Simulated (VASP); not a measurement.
Write the native input for VASP 6.6.1 that does the following.

* Task: single point
* Functional: LDA
* Potentials or basis: VASP PAW LDA potentials, release 64 (Sn_d, O)
* Cutoff: 520 eV
* k mesh: 9 × 9 × 9
* Occupations: fermi-dirac, width 0.05 eV
* Spin: no spin polarisation
* Dipole correction: no
* Further INCAR settings: ALGO = Normal; EDIFF = 1e-06; NBANDS = 20

The structure of SnO2 lies in POSCAR:

```
SnO2
1.0
    0.0000000000      2.5216015818      2.5216015818
    2.5216015818      0.0000000000      2.5216015818
    2.5216015818      2.5216015818      0.0000000000
Sn O
1 2
Direct
    0.0000000000      0.0000000000      0.0000000000
    0.7500000000      0.7500000000      0.7500000000
    0.2500000000      0.2500000000      0.2500000000
```

This cell differs from its parent crystal: volume scaled by 0.94.

The input as run:

INCAR

```
PREC = Accurate
ENCUT = 520
EDIFF = 1E-6
ISMEAR = -1
SIGMA = 0.05
LREAL = False
LASPH = True
NELM = 100
ALGO = Normal
ISIF = 2
LWAVE = False
LCHARG = False
NBANDS = 20
```

KPOINTS

```
Automatic mesh
0
Gamma
  9 9 9
```

Potentials or basis: VASP PAW LDA potentials, release 64 (Sn_d, O).

Command:

```console
$ cat potpaw_LDA.64/Sn_d/POTCAR potpaw_LDA.64/O/POTCAR > POTCAR
$ mpirun -np 1 vasp_std > vasp.out
```

Results of the run:

```json
{
 "Pressure": "0.5 GPa",
 "Band gap on the k mesh": "0.45 eV, indirect (least direct gap 1.81 eV)"
}
```

Caveat: spin-orbit coupling is left out, which moves the levels of the heavy elements.

Run time: 29 s on 1 thread of Intel(R) Xeon(R) Platinum 8488C (Sapphire Rapids) (shared host), peak memory 0.15 GiB.
